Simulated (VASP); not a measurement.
# SiTe (wurtzite type) (P6_3mc) in VASP: notebook, part 2 of 2

VASP 6.6.1.

### 3 Electric field gradients, PBE

The input, INCAR:

```
SYSTEM = SiTe
ALGO = Normal
EDIFF = 1E-8
ENCUT = 520
GGA = PE
ISIF = 2
ISMEAR = -1
LASPH = .True.
LCHARG = .False.
LEFG = .True.
LREAL = .False.
LWAVE = .False.
NBANDS = 18
NELM = 100
PREC = Accurate
SIGMA = 0.08
```

The input, KPOINTS:

```
k-points
0
Gamma
  10 10 6
  0 0 0
```

The input, POSCAR:

```
SiTe
1.0
    4.9655942136      0.0000000000      0.0000000000
   -2.4827971068      4.3003307339      0.0000000000
    0.0000000000      0.0000000000      5.9545837710
Te Si
2 2
Direct
    0.3333333333      0.6666666667     -0.0396559744
    0.6666666667      0.3333333333      0.4603440256
    0.3333333333      0.6666666667      0.4156559744
    0.6666666667      0.3333333333      0.9156559744
```

Potentials or basis: VASP PAW PBE potentials, release 64 (Te, Si).

The run is started by

```sh
$ cat potpaw_PBE.64/Te/POTCAR potpaw_PBE.64/Si/POTCAR > POTCAR
$ mpirun -np 1 vasp_std > vasp.out
```

OUTCAR:

```text
SYSTEM = SiTe
   EDIFF = 1E-8
   ENCUT = 520
   GGA = PE
   ISIF = 2
   ISMEAR = -1
   LASPH = .True.
   LREAL = .False.
   NELM = 100
   PREC = Accurate

 ion  position               nearest neighbor table
   1  0.333  0.667  0.960-   3 2.71   4 2.88   4 2.88   4 2.88   3 3.24
   2  0.667  0.333  0.460-   4 2.71   3 2.88   3 2.88   3 2.88   4 3.24
   3  0.333  0.667  0.416-   1 2.71   2 2.88   2 2.88   2 2.88   1 3.24
   4  0.667  0.333  0.916-   2 2.71   1 2.88   1 2.88   1 2.88   2 3.24

  LATTYP: Found a hexagonal cell.
 ALAT       =     4.9655942136
 C/A-ratio  =     1.1991684207

  Lattice vectors:

 A1 = (   4.9655942136,   0.0000000000,   0.0000000000)
 A2 = (  -2.4827971068,   4.3003307339,   0.0000000000)
 A3 = (   0.0000000000,   0.0000000000,   5.9545837710)

Analysis of symmetry for initial positions (statically):
=====================================================================
 Subroutine PRICEL returns:
 Original cell was already a primitive cell.

 Routine SETGRP: Setting up the symmetry group for a
 hexagonal supercell.

 Subroutine GETGRP returns: Found 12 space group operations
 (whereof  6 operations were pure point group operations)
 out of a pool of 24 trial point group operations.

The static configuration has the point symmetry C_3v.
 The point group associated with its full space group is C_6v.

Analysis of symmetry for dynamics (positions and initial velocities):
=====================================================================
 Subroutine PRICEL returns:
 Original cell was already a primitive cell.

 Routine SETGRP: Setting up the symmetry group for a
 hexagonal supercell.

 Subroutine GETGRP returns: Found 12 space group operations
 (whereof  6 operations were pure point group operations)
 out of a pool of 24 trial point group operations.

The dynamic configuration has the point symmetry C_3v.
 The point group associated with its full space group is C_6v.

 Subroutine INISYM returns: Found 12 space group operations
 (whereof  6 operations are pure point group operations),
 and found     1 'primitive' translations

----------------------------------------------------------------------------------------

                                     Primitive cell

  volume of cell :     127.1524

  direct lattice vectors                    reciprocal lattice vectors
     4.965594214  0.000000000  0.000000000     0.201385767  0.116270127  0.000000000
    -2.482797107  4.300330734  0.000000000     0.000000000  0.232540254  0.000000000
     0.000000000  0.000000000  5.954583771     0.000000000  0.000000000  0.167937851

  length of vectors
     4.965594214  4.965594214  5.954583771     0.232540254  0.232540254  0.167937851

  position of ions in fractional coordinates (direct lattice)
     0.333333333  0.666666667  0.960344026
     0.666666667  0.333333333  0.460344026
     0.333333333  0.666666667  0.415655974
     0.666666667  0.333333333  0.915655974

  ion indices of the primitive-cell ions
   primitive index   ion index
                 1           1
[... 91 lines left out ...]
   EFERMI_NEDOS =   21; number of points for ismear=-14 and -15
   IALGO  =     38    algorithm
   IMIX   =      4    mixing-type and parameters
     AMIX     =   0.40;   BMIX     =  1.00
     AMIX_MAG =   1.60;   BMIX_MAG =  1.00
  volume/ion in A,a.u.               =      31.79       214.52
  Fermi-wavevector in a.u.,A,eV,Ry     =   0.883710  1.669971 10.625391  0.780944
  Thomas-Fermi vector in A             =   2.004513
   LORBIT       =      0    0 simple, 1 ext, 2 COOP (PROOUT), +10 PAW based schemes
   GGA     = PE    functional components
   LHFCALC =     F    Hartree Fock is set to
   AEXX    =    0.0000 exact exchange contribution
   IVDW    =     0    specifies the selected vdW correction
   LEPSILON=     F    determine dielectric tensor
   LRPA    =     F    only Hartree local field effects (RPA)
 non-spin polarized calculation
  energy-cutoff  :      520.00
  volume of cell :      127.15
 maximum number of plane-waves:      3448
 NGX is ok and might be reduce to    40
   NGX = 19   NGY = 19   NGZ = 23

 number of electron      20.0000001 magnetization

 Free energy of the ion-electron system (eV)
  ---------------------------------------------------
  ext. energy  EPLUGINS =         0.00000000
  ---------------------------------------------------
  free energy    TOTEN  =       -15.61451826 eV

  energy without entropy =      -15.58509648  energy(sigma->0) =      -15.59980737

 E-fermi :   4.9353     XC(G=0):  -8.4242

 val. band max:        4.9136888828   @ k =   0.1000   0.1000   0.0000
 cond. band min:       4.9521803530   @ k =   0.0000   0.0000   0.1667
 fundamental gap:      0.0384914701
 Fermi energy:         4.9353182127

 k-point     1 :       0.0000    0.0000    0.0000
  band No.  band energies     occupation
      1      -8.1674      2.00000
      2      -6.3193      2.00000
      3      -2.3134      2.00000
      4      -0.1286      2.00000
      5       0.6425      2.00000
      6       0.7944      2.00000
[... 481 lines left out ...]
      5       0.0400      2.00000
      6       0.4955      2.00000
[... 10 lines left out ...]
     17       9.4937      0.00000
     18       9.7159      0.00000

 [... further k-points ...]

------------------------ aborting loop because EDIFF is reached ----------------------------------------

  FORCE on cell =-STRESS in cart. coord.  units (eV):
  Direction    XX          YY          ZZ          XY          YZ          ZX
  --------------------------------------------------------------------------------------
  -------------------------------------------------------------------------------------
  Total        0.0047831      0.0047831      0.0018429      0.0000000     -0.0000000      0.0000000
  in kB        0.0602688      0.0602688      0.0232217      0.0000000     -0.0000000      0.0000000
  external PRESSURE =       0.0479198 kB  Pullay stress =       0.0000000 kB

 VOLUME and BASIS-vectors are now :
 -----------------------------------------------------------------------------
  energy-cutoff  :      520.00
  volume of cell :      127.15
      direct lattice vectors                 reciprocal lattice vectors
     4.965594214  0.000000000  0.000000000     0.201385767  0.116270127  0.000000000
    -2.482797107  4.300330734  0.000000000     0.000000000  0.232540254  0.000000000
     0.000000000  0.000000000  5.954583771     0.000000000  0.000000000  0.167937851

 POSITION                                       TOTAL-FORCE (eV/Angst)
 -----------------------------------------------------------------------------------
     -0.00000      2.86689      5.71845        -0.000000      0.000000     -0.001008
      2.48280      1.43344      2.74116         0.000000     -0.000000     -0.001008
     -0.00000      2.86689      2.47506        -0.000000     -0.000000      0.001008
      2.48280      1.43344      5.45235         0.000000      0.000000      0.001008
 -----------------------------------------------------------------------------------
    total drift:                               -0.000000      0.000000     -0.000175

  FREE ENERGIE OF THE ION-ELECTRON SYSTEM (eV)
  ---------------------------------------------------
  free  energy   TOTEN  =       -15.6145182615 eV

  energy  without entropy=      -15.5850964831  energy(sigma->0) =      -15.59980737

 Electric field gradients (V/A^2)
---------------------------------------------------------------------
 ion       V_xx      V_yy      V_zz      V_xy      V_xz      V_yz
---------------------------------------------------------------------
   1     -10.879   -10.879    21.759     0.000    -0.000     0.000
   2     -10.879   -10.879    21.759     0.000     0.000    -0.000
   3       6.259     6.259   -12.518    -0.000     0.000    -0.000
   4       6.259     6.259   -12.518    -0.000    -0.000     0.000
---------------------------------------------------------------------

 Electric field gradients after diagonalization (V/A^2)
 (convention: |V_zz| > |V_xx| > |V_yy|)
----------------------------------------------------------------------
 ion       V_xx      V_yy      V_zz     asymmetry (V_yy - V_xx)/ V_zz
----------------------------------------------------------------------
   1     -10.879   -10.879    21.759       0.000
   2     -10.879   -10.879    21.759       0.000
   3       6.259     6.259   -12.518       0.000
   4       6.259     6.259   -12.518       0.000
----------------------------------------------------------------------

           NMR quadrupolar parameters

 Cq : quadrupolar parameter    Cq=e*Q*V_zz/h
 eta: asymmetry parameters     (V_yy - V_xx)/ V_zz
 Q  : nuclear electric quadrupole moment in mb (millibarn)
----------------------------------------------------------------------
 ion       Cq(MHz)       eta       Q (mb)
----------------------------------------------------------------------
   1       0.053       0.000       1.000
   2       0.053       0.000       1.000
   3      -0.030       0.000       1.000
   4      -0.030       0.000       1.000
----------------------------------------------------------------------
```

OSZICAR:

```text
N       E                     dE             d eps       ncg     rms          rms(c)
DAV:   1     0.672611596293E+02    0.67261E+02   -0.72786E+03  2016   0.883E+02
DAV:   2    -0.106446522862E+02   -0.77906E+02   -0.75294E+02  2736   0.134E+02
DAV:   3    -0.155472075512E+02   -0.49026E+01   -0.48591E+01  2446   0.347E+01
DAV:   4    -0.156542935143E+02   -0.10709E+00   -0.10703E+00  3040   0.570E+00
DAV:   5    -0.156551650374E+02   -0.87152E-03   -0.87150E-03  2516   0.489E-01    0.966E+00
DAV:   6    -0.156276312214E+02    0.27534E-01   -0.16600E-02  2392   0.581E-01    0.585E+00
DAV:   7    -0.156129948606E+02    0.14636E-01   -0.39297E-02  2188   0.908E-01    0.142E-01
DAV:   8    -0.156141365171E+02   -0.11417E-02   -0.22204E-03  2202   0.238E-01    0.101E-01
DAV:   9    -0.156143189111E+02   -0.18239E-03   -0.14405E-04  2566   0.642E-02    0.594E-02
DAV:  10    -0.156145044079E+02   -0.18550E-03   -0.22595E-04  2168   0.633E-02    0.102E-02
DAV:  11    -0.156145118915E+02   -0.74836E-05   -0.66952E-06  2590   0.124E-02    0.589E-03
DAV:  12    -0.156145166398E+02   -0.47483E-05   -0.54823E-06  2150   0.101E-02    0.365E-03
DAV:  13    -0.156145177053E+02   -0.10656E-05   -0.50233E-07  2464   0.329E-03    0.294E-03
DAV:  14    -0.156145182238E+02   -0.51847E-06   -0.80561E-07  2128   0.382E-03    0.108E-03
DAV:  15    -0.156145182582E+02   -0.34435E-07   -0.16258E-08  2118   0.562E-04    0.179E-04
DAV:  16    -0.156145182615E+02   -0.32805E-08   -0.33791E-09  1498   0.316E-04
   1 F= -.15614518E+02 E0= -.15599807E+02  d E =-.294218E-01
```

Wall time 71 s (1 thread of AMD EPYC 9R45 (Zen 5), shared host); peak memory 0.29 GiB.

What came out:

| Property | Result |
| --- | --- |
| Free energy | -15.6145 eV |
| Pressure | 0.0 GPa |
| Band gap on the k mesh | zero (band 10 reaches 5.05 eV, above the bottom of band 11 at 4.87 eV) |

Electric field gradients, principal values (V/Å²):
| atom | least | middle | greatest (by size) |
| --- | --- | --- | --- |
| 1 Te | -10.879 | -10.879 | 21.759 |
| 2 Te | -10.879 | -10.879 | 21.759 |
| 3 Si | 6.259 | 6.259 | -12.518 |
| 4 Si | 6.259 | 6.259 | -12.518 |

Caveat: without QUAD_EFG the Cq values of the log hold for a quadrupole moment of 1 mb, not for the nuclei; spin-orbit coupling is left out, which moves the levels of the heavy elements.

### 4 Electric field gradients, PBE

The input, INCAR:

```
ALGO = Normal ; EDIFF = 1E-8
ENCUT = 520 ; GGA = PE
ISIF = 2 ; ISMEAR = -1
LASPH = T ; LCHARG = F
LEFG = T ; LREAL = F
LWAVE = F ; NBANDS = 18
NELM = 100 ; PREC = Accurate
SIGMA = 0.08
```

The input, KPOINTS:

```
k-points
0
Gamma
  10 10 6
```

POSCAR is that of step 3.

Potentials or basis: VASP PAW PBE potentials, release 64 (Te, Si).

The run is started by

```sh
$ cat potpaw_PBE.64/Te/POTCAR potpaw_PBE.64/Si/POTCAR > POTCAR
$ mpirun -np 1 vasp_std > vasp.out
```

OUTCAR:

```text
EDIFF = 1E-8
   ENCUT = 520
   GGA = PE
   ISIF = 2
   ISMEAR = -1
   LASPH = T
   LREAL = F
   NELM = 100
   PREC = Accurate

 ion  position               nearest neighbor table
   1  0.333  0.667  0.960-   3 2.71   4 2.88   4 2.88   4 2.88   3 3.24
   2  0.667  0.333  0.460-   4 2.71   3 2.88   3 2.88   3 2.88   4 3.24
   3  0.333  0.667  0.416-   1 2.71   2 2.88   2 2.88   2 2.88   1 3.24
   4  0.667  0.333  0.916-   2 2.71   1 2.88   1 2.88   1 2.88   2 3.24

  LATTYP: Found a hexagonal cell.
 ALAT       =     4.9655942136
 C/A-ratio  =     1.1991684207

  Lattice vectors:

 A1 = (   4.9655942136,   0.0000000000,   0.0000000000)
 A2 = (  -2.4827971068,   4.3003307339,   0.0000000000)
 A3 = (   0.0000000000,   0.0000000000,   5.9545837710)

Analysis of symmetry for initial positions (statically):
=====================================================================
 Subroutine PRICEL returns:
 Original cell was already a primitive cell.

 Routine SETGRP: Setting up the symmetry group for a
 hexagonal supercell.
[... 707 lines left out ...]
     -0.00000      2.86689      5.71845        -0.000000      0.000000     -0.001008
      2.48280      1.43344      2.74116         0.000000     -0.000000     -0.001008
     -0.00000      2.86689      2.47506        -0.000000     -0.000000      0.001008
      2.48280      1.43344      5.45235         0.000000      0.000000      0.001008
 -----------------------------------------------------------------------------------
    total drift:                               -0.000000      0.000000     -0.000175

  FREE ENERGIE OF THE ION-ELECTRON SYSTEM (eV)
  ---------------------------------------------------
  free  energy   TOTEN  =       -15.6145182615 eV

  energy  without entropy=      -15.5850964831  energy(sigma->0) =      -15.59980737

 Electric field gradients (V/A^2)
---------------------------------------------------------------------
 ion       V_xx      V_yy      V_zz      V_xy      V_xz      V_yz
---------------------------------------------------------------------
   1     -10.879   -10.879    21.759     0.000    -0.000     0.000
   2     -10.879   -10.879    21.759     0.000     0.000    -0.000
   3       6.259     6.259   -12.518    -0.000     0.000    -0.000
   4       6.259     6.259   -12.518    -0.000    -0.000     0.000
---------------------------------------------------------------------

 Electric field gradients after diagonalization (V/A^2)
 (convention: |V_zz| > |V_xx| > |V_yy|)
----------------------------------------------------------------------
 ion       V_xx      V_yy      V_zz     asymmetry (V_yy - V_xx)/ V_zz
----------------------------------------------------------------------
   1     -10.879   -10.879    21.759       0.000
   2     -10.879   -10.879    21.759       0.000
   3       6.259     6.259   -12.518       0.000
   4       6.259     6.259   -12.518       0.000
----------------------------------------------------------------------

           NMR quadrupolar parameters

 Cq : quadrupolar parameter    Cq=e*Q*V_zz/h
 eta: asymmetry parameters     (V_yy - V_xx)/ V_zz
 Q  : nuclear electric quadrupole moment in mb (millibarn)
----------------------------------------------------------------------
 ion       Cq(MHz)       eta       Q (mb)
----------------------------------------------------------------------
   1       0.053       0.000       1.000
   2       0.053       0.000       1.000
   3      -0.030       0.000       1.000
   4      -0.030       0.000       1.000
----------------------------------------------------------------------
```

OSZICAR:

```text
N       E                     dE             d eps       ncg     rms          rms(c)
DAV:   1     0.672611596293E+02    0.67261E+02   -0.72786E+03  2016   0.883E+02
DAV:   2    -0.106446522862E+02   -0.77906E+02   -0.75294E+02  2736   0.134E+02
DAV:   3    -0.155472075512E+02   -0.49026E+01   -0.48591E+01  2446   0.347E+01
DAV:   4    -0.156542935143E+02   -0.10709E+00   -0.10703E+00  3040   0.570E+00
DAV:   5    -0.156551650374E+02   -0.87152E-03   -0.87150E-03  2516   0.489E-01    0.966E+00
DAV:   6    -0.156276312214E+02    0.27534E-01   -0.16600E-02  2392   0.581E-01    0.585E+00
DAV:   7    -0.156129948606E+02    0.14636E-01   -0.39297E-02  2188   0.908E-01    0.142E-01
DAV:   8    -0.156141365171E+02   -0.11417E-02   -0.22204E-03  2202   0.238E-01    0.101E-01
DAV:   9    -0.156143189111E+02   -0.18239E-03   -0.14405E-04  2566   0.642E-02    0.594E-02
DAV:  10    -0.156145044079E+02   -0.18550E-03   -0.22595E-04  2168   0.633E-02    0.102E-02
DAV:  11    -0.156145118915E+02   -0.74836E-05   -0.66952E-06  2590   0.124E-02    0.589E-03
DAV:  12    -0.156145166398E+02   -0.47483E-05   -0.54823E-06  2150   0.101E-02    0.365E-03
DAV:  13    -0.156145177053E+02   -0.10656E-05   -0.50233E-07  2464   0.329E-03    0.294E-03
DAV:  14    -0.156145182238E+02   -0.51847E-06   -0.80561E-07  2128   0.382E-03    0.108E-03
DAV:  15    -0.156145182582E+02   -0.34435E-07   -0.16258E-08  2118   0.562E-04    0.179E-04
DAV:  16    -0.156145182615E+02   -0.32805E-08   -0.33791E-09  1498   0.316E-04
   1 F= -.15614518E+02 E0= -.15599807E+02  d E =-.294218E-01
```

stdout:

```text
POSCAR found type information on POSCAR TeSi
 POSCAR found :  2 types and       4 ions
 scaLAPACK will be used
 LDA part: xc-table for (Slater+PW92), standard interpolation
 POSCAR, INCAR and KPOINTS ok, starting setup
 FFT: planning ... GRIDC
 FFT: planning ... GRID_SOFT
 FFT: planning ... GRID
 WAVECAR not read
 entering main loop
ion   1

ion   2

ion   3

ion   4
```

It took 74 s on 1 thread of AMD EPYC 9R45 (Zen 5), shared host; peak memory 0.29 GiB.

What came out:

* Free energy: -15.6145 eV
* Pressure: 0.0 GPa
* Band gap on the k mesh: zero (band 10 reaches 5.05 eV, above the bottom of band 11 at 4.87 eV)

Levels at points of the mesh, in eV from the Fermi level:
| k point | band 6 | band 7 | band 8 | band 9 | band 10 | band 11 | band 12 | band 13 | band 14 | band 15 |
| --- | --- | --- | --- | --- | --- | --- | --- | --- | --- | --- |
| (0.00, 0.00, 0.00) | -4.14 | -4.14 | -2.37 | -2.32 | -2.32 | -0.07 | -0.07 | 2.11 | 2.11 | 3.55 |
| (0.50, 0.00, 0.00) | -4.80 | -3.94 | -2.77 | -2.66 | -0.43 | 1.64 | 2.01 | 3.80 | 3.84 | 4.07 |
| (0.00, 0.00, 0.50) | -3.39 | -3.39 | -3.39 | -1.94 | -1.94 | 0.72 | 0.72 | 0.72 | 0.72 | 2.19 |
| (0.50, 0.00, 0.50) | -4.00 | -2.59 | -2.59 | -1.10 | -1.10 | 0.66 | 0.66 | 2.66 | 2.66 | 3.32 |

Electric field gradients, principal values (V/Å²):
```tsv
atom	least	middle	greatest (by size)
1 Te	-10.879	-10.879	21.759
2 Te	-10.879	-10.879	21.759
3 Si	6.259	6.259	-12.518
4 Si	6.259	6.259	-12.518
```

Caveat: without QUAD_EFG the Cq values of the log hold for a quadrupole moment of 1 mb, not for the nuclei; spin-orbit coupling is left out, which moves the levels of the heavy elements.
